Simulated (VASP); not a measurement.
Write the native input for VASP 6.6.1 that does the following.

| Item | Value |
| --- | --- |
| Task | single point |
| Functional | PBE |
| Dispersion | D3(BJ) |
| Potentials or basis | VASP PAW PBE potentials, release 64 (Ga_d, P) |
| Cutoff | 500 eV |
| k mesh | 6 × 6 × 6 |
| Occupations | gaussian, width 0.1 eV |
| Spin | no spin polarisation |
| Dipole correction | no |
| Further INCAR settings | ALGO = Normal; EDIFF = 1e-06; NBANDS = 16 |

The structure of GaP lies in POSCAR:

```
GaP
1.0
    0.0000000000      2.7200000000      2.7200000000
    2.7200000000      0.0000000000      2.7200000000
    2.7200000000      2.7200000000      0.0000000000
Ga P
1 1
Direct
    0.0000000000      0.0000000000      0.0000000000
    0.2500000000      0.2500000000      0.2500000000
```

The input as run:

INCAR

```
SYSTEM = GaP
PREC     = Accurate       ! precision mode
ENCUT    = 500            ! plane-wave cutoff, eV
EDIFF    = 1E-6           ! SCF threshold, eV
ISMEAR   = 0              ! smearing method
SIGMA    = 0.1            ! smearing width, eV
LREAL    = .False.        ! projectors in reciprocal space
LASPH    = .True.         ! aspherical terms in the spheres
NELM     = 120            ! most SCF steps
ALGO     = Normal         ! electronic algorithm
ISIF     = 2              ! what is computed and relaxed
LWAVE    = .False.        ! write WAVECAR
LCHARG   = .False.        ! write CHGCAR
GGA      = PE             ! functional
IVDW     = 12             ! dispersion correction
NBANDS   = 16             ! bands
GGA_COMPAT= .False.
```

KPOINTS

```
regular mesh
0
Gamma
  6 6 6
  0 0 0
```

Potentials or basis: VASP PAW PBE potentials, release 64 (Ga_d, P).

The run is started by

```bash
$ cat potpaw_PBE.64/Ga_d/POTCAR potpaw_PBE.64/P/POTCAR > POTCAR
$ mpirun -np 1 vasp_std > vasp.out
```

Results of the run:

The pressure is 0.2 GPa, the band gap on the k mesh is 1.64 eV (least direct gap 1.87 eV) and the dispersion energy per atom is -0.318 eV.

Wall time 5.5 s on 1 thread of Intel(R) Xeon(R) 6975P-C (Granite Rapids), on a shared host, peak memory 0.16 GiB.
